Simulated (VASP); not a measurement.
## CuO: single point with PBE

The system is CuO.

```
CELL_PARAMETERS angstrom
2.08317 -2.08862 0.00000
2.08317 2.08862 0.00000
0.00000 0.00000 5.14853
ATOMIC_POSITIONS crystal
Cu 0.50000 0.00000 0.00000
Cu 0.00000 0.50000 0.50000
O 0.50000 0.50000 0.25000
O 0.50000 0.50000 0.75000
```

* Program: VASP 6.6.1
* Task: single point
* Functional: PBE
* Potentials or basis: VASP PAW PBE potentials, release 64 (Cu_sv_GW, O)
* Cutoff: 700 eV
* k mesh: 9 × 9 × 5
* Occupations: fermi-dirac, width 0.05 eV
* Spin: no spin polarisation
* Dipole correction: no
* Second run: valence_matched
* Further INCAR settings: ALGO = Normal; EDIFF = 1e-06; NBANDS = 33

The pressure is -2.6 GPa and the band gap on the k mesh is zero (band 25 reaches 5.47 eV, above the bottom of band 26 at 4.54 eV).

Levels at points of the mesh, in eV from the Fermi level:
```
           k point  band 22  band 23  band 24  band 25  band 26  band 27  band 28  band 29
(0.00, 0.00, 0.00)    -2.33    -2.24    -1.86     0.69     0.69     1.36     6.04     7.23
```

Run time: 3.2 min on 1 thread of Intel(R) Xeon(R) Platinum 8375C CPU @ 2.90GHz (Ice Lake), on a shared host, peak memory 0.3 GiB.

Caveat: semilocal functionals often make such compounds metallic where correlation or magnetic order opens a gap, which also shifts bond lengths. With open d or f shells a metallic result of PBE can be an artefact of self-interaction; +U or a hybrid may open a gap.
